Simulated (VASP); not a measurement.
# Sn (Fd-3m) in VASP: notebook

Sn is run at these levels: PBE; tasks: relaxation of cell and atoms.

Program: VASP 6.6.1. These are calculated values, not measurements. Logs are shortened: lines on timing, memory, paths and dates and some standing lists are left out, and cuts for length are marked.

## 1. The cell of the first run

The structure is cubic, space group Fd-3m (No. 227). Conventional cell: a = 6.656 Å, b = 6.656 Å, c = 6.656 Å, α = 90.00°, β = 90.00°, γ = 90.00°. Within 3.8 Å of Sn (site symmetry -43m) lie 4 Sn at 2.88 Å.

This isn't the form of Sn at room conditions, which is tetragonal (white tin).

## 2. Relaxation of cell and atoms, PBE

Input file INCAR:

```
ALGO = Fast
EDIFF = 1E-7
EDIFFG = -0.001
ENCUT = 600
GGA = PE
IBRION = 2
ISIF = 3
ISMEAR = -1
LASPH = True
LCHARG = False
LREAL = False
LWAVE = False
NELM = 100
NSW = 80
PREC = Accurate
SIGMA = 0.15
```

Input file KPOINTS:

```
k-points
0
Gamma
  12 12 12
```

Input file POSCAR:

```
Sn
1.0
    0.0000000000      3.3281477342      3.3281477342
    3.3281477342      0.0000000000      3.3281477342
    3.3281477342      3.3281477342      0.0000000000
Sn
2
Direct
    0.5000000000      0.5000000000      0.5000000000
    0.7500000000      0.7500000000      0.7500000000
```

Potentials or basis: VASP PAW PBE potentials, release 64 (Sn_d).

Started as:

```bash
$ cat potpaw_PBE.64/Sn_d/POTCAR > POTCAR
$ mpirun -np 1 vasp_std > vasp.out
```

OUTCAR:

```text
EDIFF = 1E-7
   EDIFFG = -0.001
   ENCUT = 600
   GGA = PE
   IBRION = 2
   ISIF = 3
   ISMEAR = -1
   LASPH = True
   LREAL = False
   NELM = 100
   NSW = 80
   PREC = Accurate

 ion  position               nearest neighbor table
   1  0.500  0.500  0.500-   2 2.88   2 2.88   2 2.88   2 2.88
   2  0.750  0.750  0.750-   1 2.88   1 2.88   1 2.88   1 2.88

  LATTYP: Found a face centered cubic cell.
 ALAT       =     6.6562954684

  Lattice vectors:

 A1 = (   0.0000000000,   3.3281477342,   3.3281477342)
 A2 = (   3.3281477342,   0.0000000000,   3.3281477342)
 A3 = (   3.3281477342,   3.3281477342,   0.0000000000)

Analysis of symmetry for initial positions (statically):
=====================================================================
 Subroutine PRICEL returns:
 Original cell was already a primitive cell.

 Routine SETGRP: Setting up the symmetry group for a
 face centered cubic supercell.

 Subroutine GETGRP returns: Found 48 space group operations
 (whereof 24 operations were pure point group operations)
 out of a pool of 48 trial point group operations.

The static configuration has the point symmetry T_d .
 The point group associated with its full space group is O_h .

Analysis of symmetry for dynamics (positions and initial velocities):
=====================================================================
 Subroutine PRICEL returns:
 Original cell was already a primitive cell.

 Routine SETGRP: Setting up the symmetry group for a
 face centered cubic supercell.

 Subroutine GETGRP returns: Found 48 space group operations
 (whereof 24 operations were pure point group operations)
 out of a pool of 48 trial point group operations.

The dynamic configuration has the point symmetry T_d .
 The point group associated with its full space group is O_h .

 Subroutine INISYM returns: Found 48 space group operations
 (whereof 24 operations are pure point group operations),
 and found     1 'primitive' translations

----------------------------------------------------------------------------------------

                                     Primitive cell

  volume of cell :      73.7289

  direct lattice vectors                    reciprocal lattice vectors
     0.000000000  3.328147734  3.328147734    -0.150233716  0.150233716  0.150233716
     3.328147734  0.000000000  3.328147734     0.150233716 -0.150233716  0.150233716
     3.328147734  3.328147734  0.000000000     0.150233716  0.150233716 -0.150233716

  length of vectors
     4.706711663  4.706711663  4.706711663     0.260212428  0.260212428  0.260212428

  position of ions in fractional coordinates (direct lattice)
     0.500000000  0.500000000  0.500000000
     0.750000000  0.750000000  0.750000000

  ion indices of the primitive-cell ions
   primitive index   ion index
                 1           1
                 2           2

----------------------------------------------------------------------------------------

 KPOINTS: k-points

Automatic generation of k-mesh.
 Grid dimensions read from file:
 generate k-points for:   12   12   12

 Generating k-lattice:

  Cartesian coordinates                     Fractional coordinates (reciprocal lattice)
    -0.012519476  0.012519476  0.012519476     0.083333333  0.000000000  0.000000000
     0.012519476 -0.012519476  0.012519476     0.000000000  0.083333333  0.000000000
     0.012519476  0.012519476 -0.012519476     0.000000000  0.000000000  0.083333333

  Length of vectors
     0.021684369  0.021684369  0.021684369

  Shift w.r.t. Gamma in fractional coordinates (k-lattice)
     0.000000000  0.000000000  0.000000000

 Subroutine IBZKPT returns following result:
 ===========================================

 Found     72 irreducible k-points:

 Following reciprocal coordinates:
            Coordinates               Weight
  0.000000  0.000000  0.000000      1.000000
  0.083333  0.000000  0.000000      8.000000
  0.166667  0.000000  0.000000      8.000000
  0.250000  0.000000  0.000000      8.000000
  0.333333  0.000000  0.000000      8.000000
  0.416667  0.000000  0.000000      8.000000
[... 16 lines left out ...]
  0.500000  0.166667  0.000000     24.000000
 -0.416667  0.166667  0.000000     24.000000
 [... further k-points ...]
   k-points           NKPTS =     72   k-points in BZ     NKDIM =     72   number of bands    NBANDS=     18
   number of dos      NEDOS =    301   number of ions     NIONS =      2
   total plane-waves  NPLWV =  64000
   dimension x,y,z NGX =    40 NGY =   40 NGZ =   40
   dimension x,y,z NGXF=    80 NGYF=   80 NGZF=   80
   ions per type =               2
   NGX,Y,Z   is equivalent  to a cutoff of  14.13, 14.13, 14.13 a.u.
   NGXF,Y,Z  is equivalent  to a cutoff of  28.26, 28.26, 28.26 a.u.
 SYSTEM =  unknown system
   PREC   = accura    normal or accurate (medium, high low for compatibility)
   ISTART =      0    job   : 0-new  1-cont  2-samecut
   ICHARG =      2    charge: 1-file 2-atom 10-const
   ISPIN  =      1    spin polarized calculation?
   LNONCOLLINEAR =      F non collinear calculations
   LSORBIT =      F    spin-orbit coupling
   LASPH  =      T    aspherical Exc in radial PAW
   ENCUT  =  600.0 eV  44.10 Ry    6.64 a.u.   9.40  9.40  9.40*2*pi/ulx,y,z
   NELM   =    100;   NELMIN=  2; NELMDL= -5     # of ELM steps
   EDIFF  = 0.1E-06   stopping-criterion for ELM
   LREAL  =      F    real-space projection
   EDIFFG = -.1E-02   stopping-criterion for IOM
   NSW    =     80    number of steps for IOM
   IBRION =      2    ionic relax: 0-MD 1-quasi-New 2-CG
   NFREE  =      1    steps in history (QN), initial steepest desc. (CG)
   ISIF   =      3    stress and relaxation
   ISYM   =      2    0-nonsym 1-usesym 2-fastsym
   POTIM  = 0.5000    time-step for ionic-motion
   TEBEG  =    0.0;   TEEND  =   0.0 temperature during run
   PSTRESS=    0.0 pullay stress
   NELECT =      28.0000    total number of electrons
   NUPDOWN=      -1.0000    fix difference up-down
   EMIN   =  10.00;   EMAX   =-10.00  energy-range for DOS
   EFERMI =   0.00;   METHOD = LEGACY
   ISMEAR =    -1;   SIGMA  =   0.15  broadening in eV -4-tet -1-fermi 0-gaus
   EFERMI_NEDOS =   21; number of points for ismear=-14 and -15
   IALGO  =     68    algorithm
   IMIX   =      4    mixing-type and parameters
     AMIX     =   0.40;   BMIX     =  1.00
     AMIX_MAG =   1.60;   BMIX_MAG =  1.00
  volume/ion in A,a.u.               =      36.86       248.77
  Fermi-wavevector in a.u.,A,eV,Ry     =   1.185536  2.240339 19.122943  1.405497
  Thomas-Fermi vector in A             =   2.321728
   LORBIT       =      0    0 simple, 1 ext, 2 COOP (PROOUT), +10 PAW based schemes
   GGA     = PE    functional components
   LHFCALC =     F    Hartree Fock is set to
   AEXX    =    0.0000 exact exchange contribution
   IVDW    =     0    specifies the selected vdW correction
   LEPSILON=     F    determine dielectric tensor
   LRPA    =     F    only Hartree local field effects (RPA)
 conjugate gradient relaxation of ions
 non-spin polarized calculation
 RMM-DIIS sequential band-by-band and
  energy-cutoff  :      600.00
  volume of cell :       73.73
 maximum number of plane-waves:      2485
 NGX is ok and might be reduce to    40
   NGX = 19   NGY = 19   NGZ = 19

--------------------------------------- Ionic step        1  -------------------------------------------

 number of electron      27.9999997 magnetization

 Free energy of the ion-electron system (eV)
  ---------------------------------------------------
  ext. energy  EPLUGINS =         0.00000000
  ---------------------------------------------------
  free energy    TOTEN  =        -7.70058934 eV

  energy without entropy =       -7.68253595  energy(sigma->0) =       -7.69156264

------------------------ aborting loop because EDIFF is reached ----------------------------------------

  FORCE on cell =-STRESS in cart. coord.  units (eV):
  Direction    XX          YY          ZZ          XY          YZ          ZX
  --------------------------------------------------------------------------------------
  -------------------------------------------------------------------------------------
  Total        0.0124273      0.0124273      0.0124273      0.0000000      0.0000000      0.0000000
  in kB        0.2700524      0.2700524      0.2700524      0.0000000      0.0000000      0.0000000
  external PRESSURE =       0.2700524 kB  Pullay stress =       0.0000000 kB

 VOLUME and BASIS-vectors are now :
 -----------------------------------------------------------------------------
  energy-cutoff  :      600.00
  volume of cell :       73.73
      direct lattice vectors                 reciprocal lattice vectors
     0.000000000  3.328147734  3.328147734    -0.150233716  0.150233716  0.150233716
     3.328147734  0.000000000  3.328147734     0.150233716 -0.150233716  0.150233716
     3.328147734  3.328147734  0.000000000     0.150233716  0.150233716 -0.150233716

 POSITION                                       TOTAL-FORCE (eV/Angst)
 -----------------------------------------------------------------------------------
      3.32815      3.32815      3.32815         0.000000     -0.000000     -0.000000
      4.99222      4.99222      4.99222        -0.000000      0.000000      0.000000
 -----------------------------------------------------------------------------------
    total drift:                               -0.000000     -0.000000      0.000000

  FREE ENERGIE OF THE ION-ELECTRON SYSTEM (eV)
  ---------------------------------------------------
  free  energy   TOTEN  =        -7.7005893393 eV

  energy  without entropy=       -7.6825359455  energy(sigma->0) =       -7.69156264

--------------------------------------- Ionic step        2  -------------------------------------------

 number of electron      27.9999997 magnetization

 Free energy of the ion-electron system (eV)
  ---------------------------------------------------
  ext. energy  EPLUGINS =         0.00000000
  ---------------------------------------------------
  free energy    TOTEN  =        -7.70059305 eV

  energy without entropy =       -7.68247562  energy(sigma->0) =       -7.69153434

 E-fermi :   4.8867     XC(G=0):  -8.5448

 val. band max:        4.8763653355   @ k =   0.3333   0.0000   0.0000
 cond. band min:       4.9439570908   @ k =   0.0000   0.0000   0.0000
 fundamental gap:      0.0675917553
 Fermi energy:         4.8867322390

 k-point     1 :       0.0000    0.0000    0.0000
  band No.  band energies     occupation
      1     -16.6923      2.00000
      2     -16.6923      2.00000
      3     -16.6923      2.00000
      4     -16.6425      2.00000
      5     -16.6425      2.00000
      6     -16.3913      2.00000
[... 10 lines left out ...]
     17       7.0049      0.00000
     18       7.0049      0.00000

 k-point     2 :       0.0833    0.0000    0.0000
  band No.  band energies     occupation
      1     -16.6967      2.00000
      2     -16.6967      2.00000
      3     -16.6908      2.00000
      4     -16.6366      2.00000
      5     -16.6366      2.00000
      6     -16.4048      2.00000
[... 10 lines left out ...]
     17       7.1678      0.00000
     18       7.2453      0.00000

 k-point     3 :       0.1667    0.0000    0.0000
  band No.  band energies     occupation
      1     -16.7052      2.00000
      2     -16.7052      2.00000
      3     -16.6868      2.00000
      4     -16.6239      2.00000
      5     -16.6239      2.00000
      6     -16.4186      2.00000
[... 412 lines left out ...]
 k-point    23 :       0.5000    0.1667    0.0000
  band No.  band energies     occupation
      1     -16.7400      2.00000
      2     -16.7261      2.00000
      3     -16.6482      2.00000
      4     -16.5795      2.00000
      5     -16.5702      2.00000
      6     -16.4816      2.00000
[... 10 lines left out ...]
     17       8.9259      0.00000
     18       9.9686      0.00000

 k-point    24 :      -0.4167    0.1667    0.0000
  band No.  band energies     occupation
      1     -16.7406      2.00000
      2     -16.7283      2.00000
      3     -16.6422      2.00000
      4     -16.5801      2.00000
      5     -16.5725      2.00000
      6     -16.4665      2.00000
[... 10 lines left out ...]
     17       8.7284      0.00000
     18      10.6596      0.00000

 [... further k-points ...]

------------------------ aborting loop because EDIFF is reached ----------------------------------------

  FORCE on cell =-STRESS in cart. coord.  units (eV):
  Direction    XX          YY          ZZ          XY          YZ          ZX
  --------------------------------------------------------------------------------------
  -------------------------------------------------------------------------------------
  Total        0.0007146      0.0007146      0.0007146      0.0000000     -0.0000000      0.0000000
  in kB        0.0155151      0.0155151      0.0155151      0.0000000     -0.0000000      0.0000000
  external PRESSURE =       0.0155151 kB  Pullay stress =       0.0000000 kB

 VOLUME and BASIS-vectors are now :
 -----------------------------------------------------------------------------
  energy-cutoff  :      600.00
  volume of cell :       73.80
      direct lattice vectors                 reciprocal lattice vectors
     0.000000000  3.329145386  3.329145386    -0.150188695  0.150188695  0.150188695
     3.329145386  0.000000000  3.329145386     0.150188695 -0.150188695  0.150188695
     3.329145386  3.329145386  0.000000000     0.150188695  0.150188695 -0.150188695

 POSITION                                       TOTAL-FORCE (eV/Angst)
 -----------------------------------------------------------------------------------
      3.32915      3.32915      3.32915        -0.000000     -0.000000     -0.000000
      4.99372      4.99372      4.99372         0.000000      0.000000      0.000000
 -----------------------------------------------------------------------------------
    total drift:                               -0.000000     -0.000000      0.000000

  FREE ENERGIE OF THE ION-ELECTRON SYSTEM (eV)
  ---------------------------------------------------
  free  energy   TOTEN  =        -7.7005930536 eV

  energy  without entropy=       -7.6824756180  energy(sigma->0) =       -7.69153434

 reached required accuracy - stopping structural energy minimisation
```

Run time: 3.2 min. Hardware: 1 thread of Intel Xeon Platinum 8488C (Sapphire Rapids), shared host; peak memory 0.3 GiB.

Results:

```yaml
Free_energy: -7.7006 eV
Relaxed_volume: 36.90 Å³/atom
Relaxed_cell: a = 4.708 Å, b = 4.708 Å, c = 4.708 Å, α = 60.00°, β = 60.00°, γ = 60.00°
Space_group_after_relaxing_to_0.1_Å: Fd-3m (No. 227)
Energy_gained_by_relaxing: 0.0 meV/atom
Ionic_steps: 2
Pressure_after_relaxing: 0.0 GPa
Band_gap_on_the_k_mesh: zero (bands 14 and 15 overlap by 0.23 eV)
```

Final structure:
```
Sn
1.0
     0.00000    3.32915    3.32915
     3.32915    0.00000    3.32915
     3.32915    3.32915    0.00000
Sn
2
Direct
  0.50000 0.50000 0.50000
  0.75000 0.75000 0.75000
```

Caveat: spin-orbit coupling is left out, which moves the levels of the heavy elements.

## 3. Relaxation of cell and atoms, PBE, target pressure 15 GPa, at which the enthalpy is minimised

This run uses another cell than the first one, of 31.61 Å³/atom.

Input file INCAR:

```
SYSTEM = Sn
ALGO = Normal
EDIFF = 1E-7
EDIFFG = -0.001
ENCUT = 600
GGA = PE
IBRION = 2
ISIF = 3
ISMEAR = -1
LASPH = .TRUE.
LCHARG = .FALSE.
LREAL = .FALSE.
LWAVE = .FALSE.
NELM = 60
NSW = 80
PREC = Accurate
PSTRESS = 150.0
SIGMA = 0.15
```

Input file KPOINTS:

```
k-points
0
G
  12 12 12
  0 0 0
```

Input file POSCAR:

```
Sn
1.0
    0.0000000000      3.1618651861      3.1618651861
    3.1618651861      0.0000000000      3.1618651861
    3.1618651861      3.1618651861      0.0000000000
Sn
2
Direct
    0.5000000000      0.5000000000      0.5000000000
    0.7500000000      0.7500000000      0.7500000000
```

Potentials or basis: VASP PAW PBE potentials, release 64 (Sn_d).

Started as:

```bash
$ cat potpaw_PBE.64/Sn_d/POTCAR > POTCAR
$ mpirun -np 1 vasp_std > vasp.out
```

It took 7.3 min on 1 thread of Intel Xeon Platinum 8488C (Sapphire Rapids), shared host; peak memory 0.27 GiB.

The run converged. Its results:

| Property | Result |
| --- | --- |
| Free energy | -7.1203 eV |
| Relaxed volume | 29.09 Å³/atom |
| Relaxed cell | a = 4.349 Å, b = 4.349 Å, c = 4.349 Å, α = 60.00°, β = 60.00°, γ = 60.00° |
| Space group after relaxing (to 0.1 Å) | Fd-3m (No. 227) |
| Energy change on relaxing (the run minimises the enthalpy) | +176.9 meV/atom |
| Ionic steps | 8 |
| Pressure after relaxing | 15.0 GPa |

Step by step:
```csv
step,energy change (eV),largest force (eV/Å),pressure (GPa),volume (Å³)
1,0.0000,0.0000,7.97,63.22
2,1.2970,0.0000,30.89,51.36
3,0.3386,0.0000,14.72,58.34
4,0.3519,0.0000,14.97,58.20
5,0.3611,0.0000,15.14,58.10
6,0.3441,0.0000,14.83,58.28
7,0.3542,0.0000,15.01,58.17
8,0.3538,0.0000,15.00,58.18
```

Final structure:
```
Sn
1.0
     0.00000    3.07542    3.07542
     3.07542    0.00000    3.07542
     3.07542    3.07542    0.00000
Sn
2
Cartesian
  3.0754 3.0754 3.0754
  4.6131 4.6131 4.6131
```

Levels at points of the mesh, in eV from the Fermi level:
```csv
k point,band 12,band 13,band 14,band 15,band 16,band 17
"(0.00, 0.00, 0.00)",-0.05,-0.05,-0.05,0.39,2.01,2.01
"(0.50, 0.00, 0.00)",-7.18,-1.54,-1.54,0.21,3.12,3.12
"(0.50, 0.50, 0.00)",-8.28,-3.19,-3.19,0.45,0.45,8.64
```

Caveat: the cell is relaxed towards a set pressure, so the run minimises the enthalpy, not the energy; spin-orbit coupling is left out, which moves the levels of the heavy elements.
